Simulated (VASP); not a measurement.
Here is a VASP 6.6.1 calculation.

Contents of INCAR:

```
SYSTEM = Hf
PREC = Accurate
ENCUT = 520
EDIFF = 1E-6
ISMEAR = -1
SIGMA = 0.05
LREAL = .False.
LASPH = .True.
NELM = 60
ALGO = Normal
ISIF = 2
LWAVE = .False.
LCHARG = .False.
NBANDS = 17
```

KPOINTS

```
regular mesh
0
Gamma
  11 11 11
  0 0 0
```

File POSCAR:

```
Hf
1.0
    0.0000000000      2.5020912573      2.5020912573
    2.5020912573      0.0000000000      2.5020912573
    2.5020912573      2.5020912573      0.0000000000
Hf
2
Direct
   -0.1250000000     -0.1250000000     -0.1250000000
    0.1250000000      0.1250000000      0.1250000000
```

Potentials or basis: VASP PAW LDA potentials, release 64 (Hf_pv).

Run with:

```bash
$ cat potpaw_LDA.64/Hf_pv/POTCAR > POTCAR
$ mpirun -np 1 vasp_std > vasp.out
```

Predict the band gap on the k mesh.

zero (band 10 reaches 7.86 eV, above the bottom of band 11 at 6.38 eV).

Predict the pressure.

102.3 GPa.

Caveat: spin-orbit coupling is left out, which moves the levels of the heavy elements.
